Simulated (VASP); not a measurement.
# W (Pm-3n) in VASP: single point with PBEsol

Aim: the single point of W with PBEsol.

All numbers are computed with VASP 6.6.1; they aren't measurements. Logs are shortened: lines on timing, memory, paths and dates and some standing lists are left out, and cuts for length are marked.

## (1) The cell of the first run

It takes space group Pm-3n (No. 223, cubic). Conventional cell: a = 5.083 Å, b = 5.083 Å, c = 5.083 Å, α = 90.00°, β = 90.00°, γ = 90.00°. W (site symmetry m-3) has 12 W at 2.84 Å within 3.7 Å. W (site symmetry -4m2) has 14 W at 2.54 to 3.11 Å within 3.4 Å.

## (2) Single point, PBEsol

INCAR

```
SYSTEM = W
PREC     = Accurate       ! precision mode
ENCUT    = 520            ! plane-wave cutoff, eV
EDIFF    = 1E-6           ! SCF threshold, eV
ISMEAR   = -1             ! smearing method
SIGMA    = 0.1            ! smearing width, eV
LREAL    = .FALSE.        ! projectors in reciprocal space
LASPH    = .TRUE.         ! aspherical terms in the spheres
NELM     = 100            ! most SCF steps
ALGO     = Normal         ! electronic algorithm
ISIF     = 2              ! what is computed and relaxed
LWAVE    = .FALSE.        ! write WAVECAR
LCHARG   = .FALSE.        ! write CHGCAR
GGA      = PS             ! functional
NBANDS   = 66             ! bands
```

KPOINTS

```
regular mesh
0
G
  4 4 4
  0 0 0
```

POSCAR

```
W
1.0
    5.0830000000      0.0000000000      0.0000000000
    0.0000000000      5.0830000000      0.0000000000
    0.0000000000      0.0000000000      5.0830000000
W
8
Direct
    0.0000000000      0.0000000000      0.0000000000
    0.5000000000      0.5000000000      0.5000000000
    0.0000000000      0.5000000000      0.2500000000
    0.0000000000      0.5000000000      0.7500000000
    0.2500000000      0.0000000000      0.5000000000
    0.7500000000      0.0000000000      0.5000000000
    0.5000000000      0.7500000000      0.0000000000
    0.5000000000      0.2500000000      0.0000000000
```

Potentials or basis: VASP PAW PBE potentials, release 64 (W_sv).

Run with:

```console
> cat potpaw_PBE.64/W_sv/POTCAR > POTCAR
> mpirun -np 1 vasp_std > vasp.out
```

OUTCAR:

```text
SYSTEM = W
   PREC = Accurate
   ENCUT = 520
   EDIFF = 1E-6
   ISMEAR = -1
   LREAL = .FALSE.
   LASPH = .TRUE.
   NELM = 100
   ISIF = 2
   GGA = PS

 ion  position               nearest neighbor table
   1  0.000  0.000  0.000-   3 2.84   4 2.84   5 2.84   6 2.84   7 2.84   8 2.84   5 2.84   6 2.84
                             3 2.84   4 2.84   7 2.84   8 2.84
   2  0.500  0.500  0.500-   3 2.84   4 2.84   5 2.84   6 2.84   7 2.84   8 2.84   7 2.84   8 2.84
                             5 2.84   6 2.84   3 2.84   4 2.84
   3  0.000  0.500  0.250-   4 2.54   4 2.54   1 2.84   2 2.84   1 2.84   2 2.84   8 3.11   5 3.11
                             6 3.11   5 3.11   6 3.11   7 3.11   7 3.11   8 3.11
   4  0.000  0.500  0.750-   3 2.54   3 2.54   1 2.84   2 2.84   1 2.84   2 2.84   8 3.11   5 3.11
                             6 3.11   5 3.11   6 3.11   7 3.11   7 3.11   8 3.11
   5  0.250  0.000  0.500-   6 2.54   6 2.54   1 2.84   1 2.84   2 2.84   2 2.84   8 3.11   4 3.11
                             7 3.11   8 3.11   3 3.11   3 3.11   4 3.11   7 3.11
   6  0.750  0.000  0.500-   5 2.54   5 2.54   1 2.84   1 2.84   2 2.84   2 2.84   8 3.11   4 3.11
                             7 3.11   8 3.11   3 3.11   3 3.11   4 3.11   7 3.11
   7  0.500  0.750  0.000-   8 2.54   8 2.54   1 2.84   2 2.84   2 2.84   1 2.84   3 3.11   4 3.11
                             5 3.11   6 3.11   5 3.11   6 3.11   3 3.11   4 3.11
   8  0.500  0.250  0.000-   7 2.54   7 2.54   1 2.84   2 2.84   2 2.84   1 2.84   3 3.11   4 3.11
                             5 3.11   6 3.11   5 3.11   6 3.11   3 3.11   4 3.11

  LATTYP: Found a simple cubic cell.
 ALAT       =     5.0830000000

  Lattice vectors:

 A1 = (   5.0830000000,   0.0000000000,   0.0000000000)
 A2 = (   0.0000000000,   5.0830000000,   0.0000000000)
 A3 = (   0.0000000000,   0.0000000000,   5.0830000000)

Analysis of symmetry for initial positions (statically):
=====================================================================
 Subroutine PRICEL returns:
 Original cell was already a primitive cell.

 Routine SETGRP: Setting up the symmetry group for a
 simple cubic supercell.

 Subroutine GETGRP returns: Found 48 space group operations
 (whereof 24 operations were pure point group operations)
 out of a pool of 48 trial point group operations.

The static configuration has the point symmetry T_h .
 The point group associated with its full space group is O_h .

Analysis of symmetry for dynamics (positions and initial velocities):
=====================================================================
 Subroutine PRICEL returns:
 Original cell was already a primitive cell.

 Routine SETGRP: Setting up the symmetry group for a
 simple cubic supercell.

 Subroutine GETGRP returns: Found 48 space group operations
 (whereof 24 operations were pure point group operations)
 out of a pool of 48 trial point group operations.

The dynamic configuration has the point symmetry T_h .
 The point group associated with its full space group is O_h .

 Subroutine INISYM returns: Found 48 space group operations
 (whereof 24 operations are pure point group operations),
 and found     1 'primitive' translations

----------------------------------------------------------------------------------------

                                     Primitive cell

  volume of cell :     131.3289

  direct lattice vectors                    reciprocal lattice vectors
     5.083000000  0.000000000  0.000000000     0.196734212  0.000000000  0.000000000
     0.000000000  5.083000000  0.000000000     0.000000000  0.196734212  0.000000000
     0.000000000  0.000000000  5.083000000     0.000000000  0.000000000  0.196734212

  length of vectors
     5.083000000  5.083000000  5.083000000     0.196734212  0.196734212  0.196734212

  position of ions in fractional coordinates (direct lattice)
     0.000000000  0.000000000  0.000000000
     0.500000000  0.500000000  0.500000000
     0.000000000  0.500000000  0.250000000
     0.000000000  0.500000000  0.750000000
     0.250000000  0.000000000  0.500000000
     0.750000000  0.000000000  0.500000000
     0.500000000  0.750000000  0.000000000
     0.500000000  0.250000000  0.000000000

  ion indices of the primitive-cell ions
   primitive index   ion index
                 1           1
                 2           2
                 3           3
                 4           4
                 5           5
                 6           6
                 7           7
                 8           8

----------------------------------------------------------------------------------------

 KPOINTS: regular mesh

Automatic generation of k-mesh.
 Grid dimensions read from file:
 generate k-points for:    4    4    4

 Generating k-lattice:

  Cartesian coordinates                     Fractional coordinates (reciprocal lattice)
     0.049183553  0.000000000  0.000000000     0.250000000  0.000000000  0.000000000
     0.000000000  0.049183553  0.000000000     0.000000000  0.250000000  0.000000000
     0.000000000  0.000000000  0.049183553     0.000000000  0.000000000  0.250000000

  Length of vectors
     0.049183553  0.049183553  0.049183553

  Shift w.r.t. Gamma in fractional coordinates (k-lattice)
     0.000000000  0.000000000  0.000000000

 Subroutine IBZKPT returns following result:
 ===========================================

 Found     10 irreducible k-points:

 Following reciprocal coordinates:
            Coordinates               Weight
  0.000000  0.000000  0.000000      1.000000
  0.250000  0.000000  0.000000      6.000000
  0.500000  0.000000  0.000000      3.000000
  0.250000  0.250000  0.000000     12.000000
  0.500000  0.250000  0.000000     12.000000
  0.500000  0.500000  0.000000      3.000000
  0.250000  0.250000  0.250000      8.000000
  0.500000  0.250000  0.250000     12.000000
  0.500000  0.500000  0.250000      6.000000
  0.500000  0.500000  0.500000      1.000000
   k-points           NKPTS =     10   k-points in BZ     NKDIM =     10   number of bands    NBANDS=     66
   number of dos      NEDOS =    301   number of ions     NIONS =      8
   total plane-waves  NPLWV =  64000
   dimension x,y,z NGX =    40 NGY =   40 NGZ =   40
   dimension x,y,z NGXF=    80 NGYF=   80 NGZF=   80
   ions per type =               8
   NGX,Y,Z   is equivalent  to a cutoff of  13.08, 13.08, 13.08 a.u.
   NGXF,Y,Z  is equivalent  to a cutoff of  26.17, 26.17, 26.17 a.u.
 SYSTEM =  W
   PREC   = accura    normal or accurate (medium, high low for compatibility)
   ISTART =      0    job   : 0-new  1-cont  2-samecut
   ICHARG =      2    charge: 1-file 2-atom 10-const
   ISPIN  =      1    spin polarized calculation?
   LNONCOLLINEAR =      F non collinear calculations
   LSORBIT =      F    spin-orbit coupling
   LASPH  =      T    aspherical Exc in radial PAW
   ENCUT  =  520.0 eV  38.22 Ry    6.18 a.u.   9.45  9.45  9.45*2*pi/ulx,y,z
   NELM   =    100;   NELMIN=  2; NELMDL= -5     # of ELM steps
   EDIFF  = 0.1E-05   stopping-criterion for ELM
   LREAL  =      F    real-space projection
   EDIFFG = 0.1E-04   stopping-criterion for IOM
   NSW    =      0    number of steps for IOM
   IBRION =     -1    ionic relax: 0-MD 1-quasi-New 2-CG
   NFREE  =      0    steps in history (QN), initial steepest desc. (CG)
   ISIF   =      2    stress and relaxation
   ISYM   =      2    0-nonsym 1-usesym 2-fastsym
   POTIM  = 0.5000    time-step for ionic-motion
   TEBEG  =    0.0;   TEEND  =   0.0 temperature during run
   PSTRESS=    0.0 pullay stress
   NELECT =     112.0000    total number of electrons
   NUPDOWN=      -1.0000    fix difference up-down
   EMIN   =  10.00;   EMAX   =-10.00  energy-range for DOS
   EFERMI =   0.00;   METHOD = LEGACY
   ISMEAR =    -1;   SIGMA  =   0.10  broadening in eV -4-tet -1-fermi 0-gaus
   EFERMI_NEDOS =   21; number of points for ismear=-14 and -15
   IALGO  =     38    algorithm
   IMIX   =      4    mixing-type and parameters
     AMIX     =   0.40;   BMIX     =  1.00
     AMIX_MAG =   1.60;   BMIX_MAG =  1.00
  volume/ion in A,a.u.               =      16.42       110.78
  Fermi-wavevector in a.u.,A,eV,Ry     =   1.552485  2.933771 32.792891  2.410209
  Thomas-Fermi vector in A             =   2.656853
   LORBIT       =      0    0 simple, 1 ext, 2 COOP (PROOUT), +10 PAW based schemes
   GGA     = PS    functional components
   LHFCALC =     F    Hartree Fock is set to
   AEXX    =    0.0000 exact exchange contribution
   IVDW    =     0    specifies the selected vdW correction
   LEPSILON=     F    determine dielectric tensor
   LRPA    =     F    only Hartree local field effects (RPA)
 non-spin polarized calculation
  energy-cutoff  :      520.00
  volume of cell :      131.33
 maximum number of plane-waves:      3575
 NGX is ok and might be reduce to    40
   NGX = 19   NGY = 19   NGZ = 19

 number of electron     111.9999989 magnetization

 Free energy of the ion-electron system (eV)
  ---------------------------------------------------
  ext. energy  EPLUGINS =         0.00000000
  ---------------------------------------------------
  free energy    TOTEN  =      -109.64763171 eV

  energy without entropy =     -109.56100449  energy(sigma->0) =     -109.60431810

 E-fermi :  10.6249     XC(G=0): -13.5501

 val. band max:       10.2470359005   @ k =   0.5000   0.2500   0.0000
 cond. band min:      10.6555703894   @ k =   0.2500   0.0000   0.0000
 fundamental gap:      0.4085344889
 Fermi energy:        10.6249453779

 k-point     1 :       0.0000    0.0000    0.0000
  band No.  band energies     occupation
      1     -63.4881      2.00000
      2     -63.4463      2.00000
      3     -63.4463      2.00000
      4     -63.3124      2.00000
      5     -63.3124      2.00000
      6     -63.3124      2.00000
[... 58 lines left out ...]
     65      12.3560      0.00000
     66      13.4426      0.00000

 k-point     2 :       0.2500    0.0000    0.0000
  band No.  band energies     occupation
      1     -63.4776      2.00000
      2     -63.4499      2.00000
      3     -63.4307      2.00000
      4     -63.3341      2.00000
      5     -63.3124      2.00000
      6     -63.3124      2.00000
[... 58 lines left out ...]
     65      12.9621      0.00000
     66      13.0802      0.00000

 k-point     3 :       0.5000    0.0000    0.0000
  band No.  band energies     occupation
      1     -63.4609      2.00000
      2     -63.4609      2.00000
      3     -63.3849      2.00000
      4     -63.3849      2.00000
      5     -63.3124      2.00000
      6     -63.3124      2.00000
[... 472 lines left out ...]
     65      13.0605      0.00000
     66      13.1331      0.00000

 k-point    10 :       0.5000    0.5000    0.5000
  band No.  band energies     occupation
      1     -63.3851      2.00000
      2     -63.3851      2.00000
      3     -63.3851      2.00000
      4     -63.3851      2.00000
      5     -63.3851      2.00000
      6     -63.3851      2.00000
[... 58 lines left out ...]
     65      13.5082      0.00000
     66      13.5082      0.00000

------------------------ aborting loop because EDIFF is reached ----------------------------------------

  FORCE on cell =-STRESS in cart. coord.  units (eV):
  Direction    XX          YY          ZZ          XY          YZ          ZX
  --------------------------------------------------------------------------------------
  -------------------------------------------------------------------------------------
  Total       -7.0196836     -7.0196836     -7.0196836     -0.0000000     -0.0000000      0.0000000
  in kB      -85.6382508    -85.6382508    -85.6382508     -0.0000000     -0.0000000      0.0000000
  external PRESSURE =     -85.6382508 kB  Pullay stress =       0.0000000 kB

 VOLUME and BASIS-vectors are now :
 -----------------------------------------------------------------------------
  energy-cutoff  :      520.00
  volume of cell :      131.33
      direct lattice vectors                 reciprocal lattice vectors
     5.083000000  0.000000000  0.000000000     0.196734212  0.000000000  0.000000000
     0.000000000  5.083000000  0.000000000     0.000000000  0.196734212  0.000000000
     0.000000000  0.000000000  5.083000000     0.000000000  0.000000000  0.196734212

 POSITION                                       TOTAL-FORCE (eV/Angst)
 -----------------------------------------------------------------------------------
      0.00000      0.00000      0.00000         0.000000     -0.000000      0.000000
      2.54150      2.54150      2.54150         0.000000     -0.000000      0.000000
      0.00000      2.54150      1.27075        -0.000000     -0.000000      0.000000
      0.00000      2.54150      3.81225        -0.000000      0.000000     -0.000000
      1.27075      0.00000      2.54150        -0.000000      0.000000      0.000000
      3.81225      0.00000      2.54150         0.000000     -0.000000     -0.000000
      2.54150      3.81225      0.00000         0.000000     -0.000000      0.000000
      2.54150      1.27075      0.00000         0.000000     -0.000000     -0.000000
 -----------------------------------------------------------------------------------
    total drift:                               -0.000000     -0.000000      0.000000

  FREE ENERGIE OF THE ION-ELECTRON SYSTEM (eV)
  ---------------------------------------------------
  free  energy   TOTEN  =      -109.6476317136 eV

  energy  without entropy=     -109.5610044926  energy(sigma->0) =     -109.60431810
```

Wall time 89 s (1 thread of AMD EPYC 7R13 (Zen 3), shared host); peak memory 0.23 GiB.

What came out:

- Free energy: -109.6476 eV
- Pressure: -8.6 GPa
- Band gap on the k mesh: zero (band 56 reaches 10.91 eV, above the bottom of band 57 at 10.11 eV)

Levels at points of the mesh, in eV from the Fermi level:
| k point | band 53 | band 54 | band 55 | band 56 | band 57 | band 58 | band 59 | band 60 |
| --- | --- | --- | --- | --- | --- | --- | --- | --- |
| (0.00, 0.00, 0.00) | -1.52 | -1.52 | -0.51 | -0.51 | -0.51 | 1.52 | 1.52 | 1.52 |
| (0.50, 0.00, 0.00) | -1.18 | -1.18 | -1.00 | -1.00 | 0.48 | 0.48 | 0.69 | 0.69 |
| (0.50, 0.50, 0.00) | -1.28 | -0.97 | -0.97 | 0.19 | 0.19 | 0.21 | 0.46 | 0.89 |
| (0.50, 0.50, 0.50) | -1.47 | -1.47 | -1.47 | -1.47 | 1.24 | 1.24 | 1.24 | 1.24 |

Caveat: the PAW data sets were made with another functional, which shifts forces and pressure a little; spin-orbit coupling is left out, which moves the levels of the heavy elements.
